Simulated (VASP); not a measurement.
A run of VASP 6.6.1 is set up as follows.

The input INCAR:

```
PREC = Accurate
ENCUT = 520
EDIFF = 1E-7
ISMEAR = 0
SIGMA = 0.05
LREAL = Auto
LASPH = True
NELM = 150
ALGO = Normal
ISIF = 2
LWAVE = False
LCHARG = True
ISPIN = 2
MAGMOM = 0 0 0 0 0 0 0 0 0 0 0 0 0 0 0 0 0
LORBIT = 11
GGA = PS
LELF = True
LVHAR = True
NBANDS = 52
```

Contents of KPOINTS:

```
regular mesh
0
Gamma
  2 2 2
```

The input POSCAR:

```
AlSi16
1.0
    0.0000000000      5.4300000000      5.4300000000
    5.4300000000      0.0000000000      5.4300000000
    5.4300000000      5.4300000000      0.0000000000
Si Al
16 1
Direct
   -0.0091903315      0.0030927256      0.0024553407
    0.1127489871      0.1278031308      0.1271233886
   -0.0097230203      0.0048744015      0.5018279926
    0.1128059853      0.1277656538      0.6311065378
   -0.0097770718      0.5025116943      0.0042078269
    0.1127726519      0.6317619705      0.1271148250
   -0.0096890424      0.5024603131      0.5018137201
    0.1267862799      0.6244441068      0.6237551565
    0.4874218232      0.0054205341      0.0046704420
    0.6193883978      0.1268907919      0.1262594843
    0.4874876611      0.0052874770      0.5013058932
    0.6094909761      0.1415629834      0.6238683241
    0.4874520258      0.5019277164      0.0046190608
    0.6094585635      0.6245653775      0.1408491713
    0.4891627072      0.5036569982      0.5029448435
    0.6095113260      0.6244958564      0.6238487109
    0.7382966851      0.7539534070      0.7532434622
```

Potentials or basis: VASP PAW PBE potentials, release 64 (Si, Al).

Command:

```sh
$ cat potpaw_PBE.64/Si/POTCAR potpaw_PBE.64/Al/POTCAR > POTCAR
$ mpirun -np 1 vasp_std > vasp.out
```

Problem. Estimate the largest force.

Solution. 0.038 eV/Å.

Problem. Predict the net moment.

Solution. 0.00 μB per cell.

Problem. Predict the pressure.

Solution. 3.6 GPa.

Forces on the atoms (eV/Å):
```
Si   0.014 -0.018 -0.015
Si  -0.027 -0.015 -0.014
Si   0.009 -0.010  0.000
Si   0.016  0.030 -0.017
Si   0.008  0.000 -0.009
Si   0.015 -0.016  0.028
Si   0.000 -0.011 -0.011
Si  -0.018  0.021  0.020
Si  -0.008  0.018  0.016
Si   0.003 -0.004 -0.003
Si  -0.016  0.005  0.018
Si   0.021 -0.020  0.018
Si  -0.015  0.020  0.008
Si   0.023  0.017 -0.022
Si   0.007 -0.010 -0.008
Si  -0.020 -0.018 -0.019
Al  -0.012  0.009  0.010
```

Caveat: the k points lie up to 0.50 Å⁻¹ apart; the PAW data sets were made with another functional, which shifts forces and pressure a little.
